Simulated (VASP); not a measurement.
Here is a VASP 6.6.1 calculation.

Contents of INCAR:

```
SYSTEM = Al15ZnO24
PREC = Accurate
ENCUT = 520
EDIFF = 1E-6
ISMEAR = 0
SIGMA = 0.02
LREAL = Auto
LASPH = .TRUE.
NELM = 150
ALGO = Normal
ISIF = 2
LWAVE = .FALSE.
LCHARG = .FALSE.
ISPIN = 2
MAGMOM = 0.143 0 0 0 0 0 0 0 0 0 0 0 0 0 0 0 0 0 0 0.143 0 0 0.143 0 0 0.143 0 0 0 0 0.143 0 0 0 0 0.143 0 0.143 0 0
LORBIT = 11
GGA = PS
NBANDS = 130
```

Contents of KPOINTS:

```
Automatic mesh
0
Gamma
  2 2 2
  0.5 0.5 0.5
```

File POSCAR:

```
Al15ZnO24
1.0
    4.7738611999      2.7561900488     -4.3382850876
    0.0000000000     -5.5123800976     -4.3382850876
   -4.7738611999      2.7561900488     -4.3382850876
Zn Al O
1 15 24
Direct
    0.8589772950      0.3589772950      0.3589772950
    0.3521064077      0.3519420071      0.8528454550
    0.3528454550      0.8521064077      0.3519420071
    0.8519420071      0.8528454550      0.8521064077
    0.6503983295      0.1503983295      0.1503983295
    0.1504891968      0.1460066352      0.6496873466
    0.1496873466      0.6504891968      0.1460066352
    0.6460066352      0.6496873466      0.6504891968
    0.3522050335      0.8522050335      0.8522050335
    0.8513692473      0.8515641078      0.3537683729
    0.8537683729      0.3513692473      0.8515641078
    0.3515641078      0.3537683729      0.3513692473
    0.1479454566      0.6479454566      0.6479454566
    0.6478878821      0.6486408929      0.1478595689
    0.6478595689      0.1478878821      0.6486408929
    0.1486408929      0.1478595689      0.1478878821
    0.5968160401      0.7504045683      0.9023888498
    0.0966103943      0.7483426798      0.4027159605
    0.0984765852      0.2502726676      0.9042655124
    0.5886320831      0.2419415457      0.4048933593
    0.5957745173      0.9045804656      0.2479998796
    0.0974415896      0.9017203826      0.7514865699
    0.1107070049      0.4039412351      0.2404504165
    0.5960769050      0.4030134299      0.7473541229
    0.4023888498      0.0968160401      0.7504045683
    0.9048933593      0.0886320831      0.2419415457
    0.9027159605      0.5966103943      0.7483426798
    0.4042655124      0.5984765852      0.2502726676
    0.2504045683      0.9023888498      0.0968160401
    0.7502726676      0.9042655124      0.5984765852
    0.7419415457      0.4048933593      0.0886320831
    0.2483426798      0.4027159605      0.5966103943
    0.7479998796      0.0957745173      0.9045804656
    0.2473541229      0.0960769050      0.4030134299
    0.2514865699      0.5974415896      0.9017203826
    0.7404504165      0.6107070049      0.4039412351
    0.4045804656      0.2479998796      0.0957745173
    0.9039412351      0.2404504165      0.6107070049
    0.9030134299      0.7473541229      0.0960769050
    0.4017203826      0.7514865699      0.5974415896
```

Potentials or basis: VASP PAW PBE potentials, release 64 (Zn, Al, O).

Command:

```sh
$ cat potpaw_PBE.64/Zn/POTCAR potpaw_PBE.64/Al/POTCAR potpaw_PBE.64/O/POTCAR > POTCAR
$ mpirun -np 1 vasp_std > vasp.out
```

(1) Predict the net moment.

(2) What does it give for the site moments?

## Answers

(1) 1.00 μB per cell.

(2) Zn +0.13; Al -0.00; O +0.01, +0.09, +0.03, +0.08, +0.02 (each value once) μB.

Caveat: the k points lie up to 0.45 Å⁻¹ apart.
